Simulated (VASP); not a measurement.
# TaH5 (P4/mmm) in VASP: a series of runs

Runs on TaH5. Level: PBE. Tasks: single point, relaxation of cell and atoms.

Everything below comes from runs of VASP 6.6.1. Logs are shortened: lines on timing, memory, paths and dates and some standing lists are left out, and cuts for length are marked.

### Step 1. The cell of the first run

Symmetry: P4/mmm, No. 123, tetragonal system. Conventional cell: a = 4.061 Å, b = 4.061 Å, c = 3.249 Å, α = 90.00°, β = 90.00°, γ = 90.00°. Within 2.0 Å of Ta (site symmetry 4/mmm) lie 4 H at 1.46 Å. H (site symmetry m2m) has 1 H at 1.13 Å and 1 Ta at 1.46 Å within 1.5 Å. H (site symmetry 4/mmm) has 18 H at 2.66 to 3.25 Å and 8 Ta at 3.30 Å within 3.5 Å.

The cell was generated, and may not be a known phase.

### Step 2. Single point, PBE

Input file INCAR:

```
  ALGO = Normal
  EDIFF = 1E-6
  ENCUT = 520
  GGA = PE
  ISIF = 2
  ISMEAR = 0
  LASPH = True
  LCHARG = True
  LELF = True
  LREAL = False
  LVHAR = True
  LWAVE = False
  NBANDS = 17
  NELM = 80
  PREC = Accurate
  SIGMA = 0.1
```

Input file KPOINTS:

```
k-points
0
Gamma
  4 4 6
```

Input file POSCAR:

```
TaH5
1.0
    4.0610125200      0.0000000000      0.0000000000
    0.0000000000      4.0610125200      0.0000000000
    0.0000000000      0.0000000000      3.2491986600
Ta H
1 5
Direct
    0.5000000000      0.5000000000      0.0000000000
    0.1396780500      0.5000000000      0.0000000000
    0.8603219500      0.5000000000      0.0000000000
    0.5000000000      0.1396780500      0.0000000000
    0.5000000000      0.8603219500      0.0000000000
    0.0000000000      0.0000000000      0.5000000000
```

Potentials or basis: VASP PAW PBE potentials, release 64 (Ta_pv, H).

Command:

```
cat potpaw_PBE.64/Ta_pv/POTCAR potpaw_PBE.64/H/POTCAR > POTCAR
mpirun -np 1 vasp_std > vasp.out
```

OUTCAR:

```text
EDIFF = 1E-6
   ENCUT = 520
   GGA = PE
   ISIF = 2
   ISMEAR = 0
   LASPH = True
   LREAL = False
   NELM = 80
   PREC = Accurate

 ion  position               nearest neighbor table
   1  0.500  0.500  0.000-   2 1.46   3 1.46   4 1.46   5 1.46
   2  0.140  0.500  0.000-   1 1.46
   3  0.860  0.500  0.000-   1 1.46
   4  0.500  0.140  0.000-   1 1.46
   5  0.500  0.860  0.000-   1 1.46
   6  0.000  0.000  0.500-

  LATTYP: Found a simple tetragonal cell.
 ALAT       =     4.0610125200
 C/A-ratio  =     0.8000957013

  Lattice vectors:

 A1 = (   4.0610125200,   0.0000000000,   0.0000000000)
 A2 = (   0.0000000000,   4.0610125200,   0.0000000000)
 A3 = (   0.0000000000,   0.0000000000,   3.2491986600)

Analysis of symmetry for initial positions (statically):
=====================================================================
 Subroutine PRICEL returns:
 Original cell was already a primitive cell.

 Routine SETGRP: Setting up the symmetry group for a
 simple tetragonal supercell.

 Subroutine GETGRP returns: Found 16 space group operations
 (whereof 16 operations were pure point group operations)
 out of a pool of 16 trial point group operations.

The static configuration has the point symmetry D_4h.

Analysis of symmetry for dynamics (positions and initial velocities):
=====================================================================
 Subroutine PRICEL returns:
 Original cell was already a primitive cell.

 Routine SETGRP: Setting up the symmetry group for a
 simple tetragonal supercell.

 Subroutine GETGRP returns: Found 16 space group operations
 (whereof 16 operations were pure point group operations)
 out of a pool of 16 trial point group operations.

The dynamic configuration has the point symmetry D_4h.

 Subroutine INISYM returns: Found 16 space group operations
 (whereof 16 operations are pure point group operations),
 and found     1 'primitive' translations

----------------------------------------------------------------------------------------

                                     Primitive cell

  volume of cell :      53.5852
[... 93 lines left out ...]
   LASPH  =      T    aspherical Exc in radial PAW
   ENCUT  =  520.0 eV  38.22 Ry    6.18 a.u.   7.55  7.55  6.04*2*pi/ulx,y,z
   NELM   =     80;   NELMIN=  2; NELMDL= -5     # of ELM steps
   EDIFF  = 0.1E-05   stopping-criterion for ELM
   LREAL  =      F    real-space projection
   EDIFFG = 0.1E-04   stopping-criterion for IOM
   NSW    =      0    number of steps for IOM
   IBRION =     -1    ionic relax: 0-MD 1-quasi-New 2-CG
   NFREE  =      0    steps in history (QN), initial steepest desc. (CG)
   ISIF   =      2    stress and relaxation
   ISYM   =      2    0-nonsym 1-usesym 2-fastsym
   POTIM  = 0.5000    time-step for ionic-motion
   TEBEG  =    0.0;   TEEND  =   0.0 temperature during run
   PSTRESS=    0.0 pullay stress
   NELECT =      16.0000    total number of electrons
   NUPDOWN=      -1.0000    fix difference up-down
   EMIN   =  10.00;   EMAX   =-10.00  energy-range for DOS
   EFERMI =   0.00;   METHOD = LEGACY
   ISMEAR =     0;   SIGMA  =   0.10  broadening in eV -4-tet -1-fermi 0-gaus
   EFERMI_NEDOS =   21; number of points for ismear=-14 and -15
   IALGO  =     38    algorithm
   IMIX   =      4    mixing-type and parameters
     AMIX     =   0.40;   BMIX     =  1.00
     AMIX_MAG =   1.60;   BMIX_MAG =  1.00
  volume/ion in A,a.u.               =       8.93        60.27
  Fermi-wavevector in a.u.,A,eV,Ry     =   1.094208  2.067753 16.290132  1.197291
  Thomas-Fermi vector in A             =   2.230508
   LORBIT       =      0    0 simple, 1 ext, 2 COOP (PROOUT), +10 PAW based schemes
   GGA     = PE    functional components
   LHFCALC =     F    Hartree Fock is set to
   AEXX    =    0.0000 exact exchange contribution
   IVDW    =     0    specifies the selected vdW correction
   LEPSILON=     F    determine dielectric tensor
   LRPA    =     F    only Hartree local field effects (RPA)
 non-spin polarized calculation
 Gauss-broadening in eV      SIGMA  =   0.10
  energy-cutoff  :      520.00
  volume of cell :       53.59
 maximum number of plane-waves:      1460
   NGX = 15   NGY = 15   NGZ = 13

 number of electron      15.9999999 magnetization

 Free energy of the ion-electron system (eV)
  ---------------------------------------------------
  ext. energy  EPLUGINS =         0.00000000
  ---------------------------------------------------
  free energy    TOTEN  =       -15.94539164 eV

  energy without entropy =      -15.93185543  energy(sigma->0) =      -15.93862353

 E-fermi :   0.8147     XC(G=0):  -9.1758

 val. band max:        0.7671648631   @ k =   0.2500   0.0000   0.5000
 cond. band min:       0.8160523982   @ k =   0.2500   0.2500   0.5000
 fundamental gap:      0.0488875351
 Fermi energy:         0.8147495058

 k-point     1 :       0.0000    0.0000    0.0000
  band No.  band energies     occupation
      1     -34.3389      2.00000
      2     -34.3389      2.00000
      3     -33.6026      2.00000
      4      -9.3563      2.00000
      5      -8.4162      2.00000
      6      -1.9534      2.00000
[... 457 lines left out ...]
      4      -4.3356      2.00000
      5      -4.3356      2.00000
      6      -3.5921      2.00000
[... 9 lines left out ...]
     16      10.0465      0.00000
     17      14.5719      0.00000

------------------------ aborting loop because EDIFF is reached ----------------------------------------

  FORCE on cell =-STRESS in cart. coord.  units (eV):
  Direction    XX          YY          ZZ          XY          YZ          ZX
  --------------------------------------------------------------------------------------
  -------------------------------------------------------------------------------------
  Total       19.8234082     19.8234082     -6.1761169      0.0000000     -0.0000000      0.0000000
  in kB      592.7123604    592.7123604   -184.6635456      0.0000000     -0.0000000      0.0000000
  external PRESSURE =     333.5870584 kB  Pullay stress =       0.0000000 kB

 VOLUME and BASIS-vectors are now :
 -----------------------------------------------------------------------------
  energy-cutoff  :      520.00
  volume of cell :       53.59
      direct lattice vectors                 reciprocal lattice vectors
     4.061012520  0.000000000  0.000000000     0.246244008  0.000000000  0.000000000
     0.000000000  4.061012520  0.000000000     0.000000000  0.246244008  0.000000000
     0.000000000  0.000000000  3.249198660     0.000000000  0.000000000  0.307768193

 POSITION                                       TOTAL-FORCE (eV/Angst)
 -----------------------------------------------------------------------------------
      2.03051      2.03051      0.00000         0.000000      0.000000     -0.000000
      0.56723      2.03051      0.00000        -8.252592      0.000000      0.000000
      3.49378      2.03051      0.00000         8.252592      0.000000     -0.000000
      2.03051      0.56723      0.00000         0.000000     -8.252592      0.000000
      2.03051      3.49378      0.00000         0.000000      8.252592      0.000000
      0.00000      0.00000      1.62460         0.000000      0.000000     -0.000000
 -----------------------------------------------------------------------------------
    total drift:                               -0.000000      0.000000      0.000000

  FREE ENERGIE OF THE ION-ELECTRON SYSTEM (eV)
  ---------------------------------------------------
  free  energy   TOTEN  =       -15.9453916355 eV

  energy  without entropy=      -15.9318554262  energy(sigma->0) =      -15.93862353
```

stdout:

```text
POSCAR found type information on POSCAR TaH
 POSCAR found :  2 types and       6 ions
 scaLAPACK will be used
 LDA part: xc-table for (Slater+PW92), standard interpolation
 POSCAR, INCAR and KPOINTS ok, starting setup
 FFT: planning ... GRIDC
 FFT: planning ... GRID_SOFT
 FFT: planning ... GRID
 WAVECAR not read
 entering main loop
```

It took 29 s on 1 thread of Intel Xeon 8259CL, shared host; peak memory 0.16 GiB.

Results:

| Property | Result |
| --- | --- |
| Free energy | -15.9454 eV |
| Pressure | 33.4 GPa |
| Largest force | 8.253 eV/Å |
| Band gap on the k mesh | zero (bands 8 and 9 overlap by 2.70 eV) |

Forces on the atoms (eV/Å):
```
Ta   0.000  0.000  0.000
H   -8.253  0.000  0.000
H    8.253  0.000  0.000
H    0.000 -8.253  0.000
H    0.000  8.253  0.000
H    0.000  0.000  0.000
```

Stress tensor (GPa, compression positive):
```
 59.27   0.00   0.00
  0.00  59.27   0.00
  0.00   0.00 -18.47
```

Caveat: the k points lie up to 0.39 Å⁻¹ apart, too coarse for converged energies and pressures of a metal; spin-orbit coupling is left out, which moves the levels of the heavy elements; forces of over 1 eV/Å act on the atoms, so gaps and moduli don't describe the material at rest.

### Step 3. Single point, PBE

This run uses another cell than the first one, of 9.91 Å³/atom.

Input file INCAR:

```
  PREC = Accurate
  ENCUT = 520
  EDIFF = 1E-7
  ISMEAR = 0
  SIGMA = 0.1
  LREAL = False
  LASPH = True
  NELM = 60
  ALGO = Normal
  ISIF = 2
  LWAVE = False
  LCHARG = False
  GGA = PE
  NBANDS = 17
```

Input file KPOINTS:

```
regular mesh
0
Gamma
  4 4 6
```

Input file POSCAR:

```
TaH5
1.0
    4.8951329674      0.0000000000      0.0000000000
    0.0000000000      4.8951329674      0.0000000000
    0.0000000000      0.0000000000      2.4816061598
Ta H
1 5
Direct
    0.5000000000      0.5000000000      0.0000000000
    0.0888461756      0.5000000000      0.0000000000
    0.9111538244      0.5000000000      0.0000000000
    0.5000000000      0.0888461756      0.0000000000
    0.5000000000      0.9111538244      0.0000000000
    0.0000000000      0.0000000000      0.5000000000
```

Potentials or basis: VASP PAW PBE potentials, release 64 (Ta_pv, H).

Command:

```
cat potpaw_PBE.64/Ta_pv/POTCAR potpaw_PBE.64/H/POTCAR > POTCAR
mpirun -np 1 vasp_std > vasp.out
```

Run time: 28 s. Hardware: 1 thread of Intel Xeon 8259CL, shared host; peak memory 0.17 GiB.

It converged, with:

- Free energy: -22.4983 eV
- Pressure: 0.1 GPa
- Largest force: 0.006 eV/Å
- Band gap on the k mesh: zero (bands 8 and 9 overlap by 2.29 eV)

Forces in eV/Å, atoms in the order of the input:
```
Ta   0.000  0.000  0.000
H   -0.006  0.000  0.000
H    0.006  0.000  0.000
H    0.000 -0.006  0.000
H    0.000  0.006  0.000
H    0.000  0.000  0.000
```

Stress tensor (GPa, compression positive):
```
 0.15  0.00  0.00
 0.00  0.15  0.00
 0.00  0.00 -0.14
```

Levels at points of the mesh, in eV from the Fermi level:
```tsv
k point	band 4	band 5	band 6	band 7	band 8	band 9	band 10	band 11	band 12	band 13
(0.00, 0.00, 0.00)	-9.05	-7.81	-2.94	-1.17	0.52	1.18	1.18	3.72	4.59	5.97
(0.50, 0.00, 0.00)	-8.43	-7.58	-3.36	-1.71	-1.70	0.03	1.63	4.10	5.92	5.97
(0.50, 0.50, 0.00)	-7.44	-7.44	-4.02	-2.87	-1.86	-1.42	1.21	5.92	5.92	7.09
(0.00, 0.00, 0.50)	-6.58	-6.00	-1.50	-1.50	0.19	2.41	4.50	4.83	5.25	5.25
(0.50, 0.00, 0.50)	-6.29	-5.43	-1.97	-1.48	0.18	1.06	2.21	3.73	5.46	5.58
(0.50, 0.50, 0.50)	-5.40	-5.40	-1.81	-1.81	0.04	0.31	0.79	1.88	5.49	8.22
```

Caveat: the k points lie up to 0.42 Å⁻¹ apart, too coarse for converged energies and pressures of a metal; spin-orbit coupling is left out, which moves the levels of the heavy elements.

(Part 1 of 2 ends here.)

The gap in the log of VASP goes by the Fermi energy; the results here count the filled bands.